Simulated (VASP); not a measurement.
SnTe:

```
CELL_PARAMETERS angstrom
0.00000 3.61115 3.61115
3.61115 0.00000 3.61115
3.61115 3.61115 0.00000
ATOMIC_POSITIONS crystal
Sn 0.00000 0.00000 0.00000
Te 0.25000 0.25000 0.25000
```

Base run:

- Program: VASP 6.6.1
- Functional: r2SCAN
- Potentials or basis: VASP PAW PBE potentials, release 64 (Sn_d, Te)
- Cutoff: 550 eV
- k mesh: 4 × 4 × 4
- Occupations: gaussian, width 0.01 eV
- Spin: no spin polarisation

Its results: band gap on the k mesh 0.16 eV (least direct gap 0.90 eV); pressure -0.7 GPa.

Question: The run is repeated on the same cell with these changes: k mesh from 4 × 4 × 4 to 2 × 2 × 2. What comes out?

Answer: Band gap on the k mesh 0.91 eV; pressure -1.8 GPa.

Caveats: some runs use coarse meshes; the PAW data sets were made with another functional, which shifts forces and pressure a little; spin-orbit coupling is left out, which moves the levels of the heavy elements.

A k mesh can miss the band edges.
